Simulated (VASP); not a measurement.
Set up this calculation in VASP 6.6.1, as the native input.

| Property | Result |
| --- | --- |
| Task | single point |
| Functional | PBE |
| Potentials or basis | VASP PAW PBE potentials, release 64 (C) |
| Cutoff | 520 eV |
| k mesh | 6 × 4 × 6 |
| Occupations | gaussian, width 0.2 eV |
| Spin | no spin polarisation |
| Dipole correction | no |
| Further INCAR settings | ALGO = Normal; EDIFF = 1e-06; NBANDS = 26 |

The structure of C lies in POSCAR:

```
C
1.0
   -3.4445546746      3.4445546746      0.0000000000
    3.4445546746      3.4445546746      0.0000000000
    1.7222773373     -1.7222773373     -4.3100444902
C
8
Direct
    0.1503500889      0.3496499111      1.0000000000
    0.6503500889      0.8496499111      0.0000000000
    0.6503500889      0.1503500889      0.0000000000
    0.1503500889      0.6503500889      0.0000000000
    0.8496499111      0.3496499111      1.0000000000
    0.3496499111      0.8496499111      0.0000000000
    0.3496499111      0.1503500889      0.0000000000
    0.8496499111      0.6503500889      0.0000000000
```

One way to write it, as run:

INCAR

```
ALGO = Normal ; EDIFF = 1E-6
ENCUT = 520 ; GGA = PE
ISIF = 2 ; ISMEAR = 0
LASPH = True ; LCHARG = False
LREAL = False ; LWAVE = False
NBANDS = 26 ; NELM = 80
PREC = Accurate ; SIGMA = 0.2
```

KPOINTS

```
k-points
0
Gamma
  6 4 6
```

Potentials or basis: VASP PAW PBE potentials, release 64 (C).

Run with:

```bash
$ cat potpaw_PBE.64/C/POTCAR > POTCAR
$ mpirun -np 1 vasp_std > vasp.out
```

It gave:

- Pressure: 0.3 GPa
- Largest force: 0.142 eV/Å

Caveat: this functional lacks dispersion, which binds the layers, so the pressure and a relaxed spacing across them are unreliable.

Run time: 57 s on 1 thread of Intel(R) Xeon(R) Platinum 8488C (Sapphire Rapids), on a shared host, peak memory 0.23 GiB.
